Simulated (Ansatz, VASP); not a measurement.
# Two plane-wave programs on SrO

File POSCAR:

```
SrO
1.0
    0.0000000000      2.5663000000      2.5663000000
    2.5663000000      0.0000000000      2.5663000000
    2.5663000000      2.5663000000      0.0000000000
Sr O
1 1
Direct
    0.5000000000      0.5000000000      0.5000000000
    0.0000000000      0.0000000000      0.0000000000
```

Contents of INCAR.step1:

```
SYSTEM = SrO
PREC = Accurate
ENCUT = 600
EDIFF = 1E-5
ISMEAR = -1
SIGMA = 0.05
LREAL = .FALSE.
LASPH = .TRUE.
NELM = 120
ALGO = Normal
LWAVE = .TRUE.
LCHARG = .FALSE.
GGA = PE
NBANDS = 15
GGA_COMPAT = .FALSE.
IBRION = 2
ISIF = 3
EDIFFG = -0.005
NELMIN = 4
NSW = 100
```

The input INCAR.step2:

```
SYSTEM = SrO
PREC = Accurate
ENCUT = 600
EDIFF = 1E-7
ISMEAR = -1
SIGMA = 0.05
LREAL = .FALSE.
LASPH = .TRUE.
NELM = 120
ALGO = Normal
ISIF = 3
LWAVE = .FALSE.
LCHARG = .FALSE.
GGA = PE
LHFCALC = .TRUE.
HFSCREEN = 0.2079
PRECFOCK = Normal
IBRION = 2
NSW = 60
EDIFFG = -0.01
ISTART = 1
GGA_COMPAT = .FALSE.
NELMIN = 4
```

File KPOINTS:

```
Automatic mesh
0
G
  5 5 5
  0 0 0
```

File input.yaml:

```yaml
crystal:
  lattice:
    - [0.0, 2.5663, 2.5663]
    - [2.5663, 0.0, 2.5663]
    - [2.5663, 2.5663, 0.0]
  atoms:
    - { symbol: Sr, position: [0.5, 0.5, 0.5] }
    - { symbol: O, position: [0.0, 0.0, 0.0] }
hamiltonian:
  xc: hse06
  pseudopotentials: { kind: paw }
kpoints:
  mp_grid: { grid: [5, 5, 5] }
scf:
  occupations: { method: fermi_dirac, width: 0.05 }
output:
  forces: true
  stress: true
relax:
  f_tol: 0.01
  max_steps: 40
  cell: { stress_tol: 0.05 }
```

Alike in both runs: task relaxation of cell and atoms; functional HSE06; k mesh 5 × 5 × 5; occupations fermi-dirac, width 0.05 eV; no spin polarisation.

```csv
,VASP,Ansatz
version,VASP 6.6.1,Ansatz 0.2.0
potentials or method,"VASP PAW PBE potentials, release 64 (Sr_sv, O)",Ansatz PAW
plane-wave cutoff (eV),600,420
valence electrons in the cell,16,16
```

```csv
,VASP,Ansatz,Ansatz less VASP
"gap on the k mesh at the Fermi level, each at its own relaxed structure (eV)",4.94,4.99,+0.048
relaxed volume (Å³/atom),17.19,17.11,-0.085
relaxed cell length with the largest relative difference (Å),3.650,3.644,-0.0060
```

The k mesh is coarse, so the values compare programs but aren't converged. Noted on Ansatz's run: odd divisions of the mesh miss points on the zone boundary, where band edges often lie, so the gap on the mesh can be too wide; the plane-wave basis is chosen anew once the cell has moved, so the energies of steps on either side of that aren't comparable.
